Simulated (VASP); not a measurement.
Wanted: the native input for a VASP 6.6.1 run.

```yaml
Task: single point
Functional: PBEsol
Potentials_or_basis: VASP PAW PBE potentials, release 64 (Ti_sv)
Cutoff: 520 eV
k_mesh: 22 × 22 × 22
Occupations: gaussian, width 0.15 eV
Spin: no spin polarisation
Dipole_correction: no
Further_INCAR_settings: ALGO = Fast; EDIFF = 1e-07; NBANDS = 12
```

The structure of Ti lies in POSCAR:

```
Ti
1.0
   -1.6043863414      1.6043863414      1.8630134196
    1.6043863414     -1.6043863414      1.8630134196
    1.6043863414      1.6043863414     -1.8630134196
Ti
1
Direct
    0.0000000000      0.0000000000      0.0000000000
```

This cell differs from its parent crystal: volume 19.182 Å^3 an atom, c/a of the conventional cell 1.1612.

These files were run (other wordings do the same):

INCAR

```
SYSTEM = Ti
PREC = Accurate
ENCUT = 520
EDIFF = 1E-7
ISMEAR = 0
SIGMA = 0.15
LREAL = .FALSE.
LASPH = .TRUE.
NELM = 60
ALGO = Fast
ISIF = 2
LWAVE = .FALSE.
LCHARG = .FALSE.
GGA = PS
NBANDS = 12
```

KPOINTS

```
Automatic mesh
0
G
  22 22 22
  0 0 0
```

Potentials or basis: VASP PAW PBE potentials, release 64 (Ti_sv).

Command:

```bash
$ cat potpaw_PBE.64/Ti_sv/POTCAR > POTCAR
$ mpirun -np 1 vasp_std > vasp.out
```

It gave:

- Pressure: -12.7 GPa
- Band gap on the k mesh: zero (band 6 reaches 7.88 eV, above the bottom of band 7 at 6.45 eV)

Caveat: the PAW data sets were made with another functional, which shifts forces and pressure a little.

It took 2.1 min on 1 thread of Intel(R) Xeon(R) 6975P-C (Granite Rapids), on a shared host, peak memory 0.29 GiB.
